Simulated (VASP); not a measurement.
## SnSe: single point with PBE

SnSe:

```
Sn Se
1.0
     0.00000    3.03080    3.03080
     3.03080    0.00000    3.03080
     3.03080    3.03080    0.00000
Sn Se
1 1
Direct
  0.00000 0.00000 0.00000
  0.50000 0.50000 0.50000
```

```yaml
Program: VASP 6.6.1
Task: single point
Functional: PBE
Potentials_or_basis: VASP PAW PBE potentials, release 64 (Sn_d, Se)
Cutoff: 520 eV
k_mesh: 10 × 10 × 10
Occupations: gaussian, width 0.02 eV
Spin: no spin polarisation
```

| Quantity | Value |
| --- | --- |
| Pressure | 0.0 GPa |
| Band gap on the k mesh | 0.49 eV (least direct gap 0.49 eV) |

Levels at points of the mesh, in eV from the valence-band top:
| k point | band 6 | band 7 | band 8 | band 9 | band 10 | band 11 | band 12 | band 13 | band 14 | band 15 |
| --- | --- | --- | --- | --- | --- | --- | --- | --- | --- | --- |
| (0.00, 0.00, 0.00) | -13.74 | -5.14 | -2.14 | -2.14 | -2.14 | 4.23 | 4.23 | 4.23 | 5.88 | 5.88 |
| (0.50, 0.00, 0.00) | -12.85 | -7.96 | -1.90 | -1.90 | 0.00 | 0.49 | 1.25 | 1.25 | 8.19 | 10.02 |
| (0.50, 0.50, 0.00) | -12.59 | -6.02 | -5.33 | -3.55 | -3.55 | 3.09 | 5.22 | 5.22 | 5.83 | 10.37 |

Wall time 46 s on 1 thread of Intel Xeon 8259CL, on a shared host, peak memory 0.2 GiB.

Caveat: spin-orbit coupling is left out, which moves the levels of the heavy elements. A k mesh can miss the band edges.
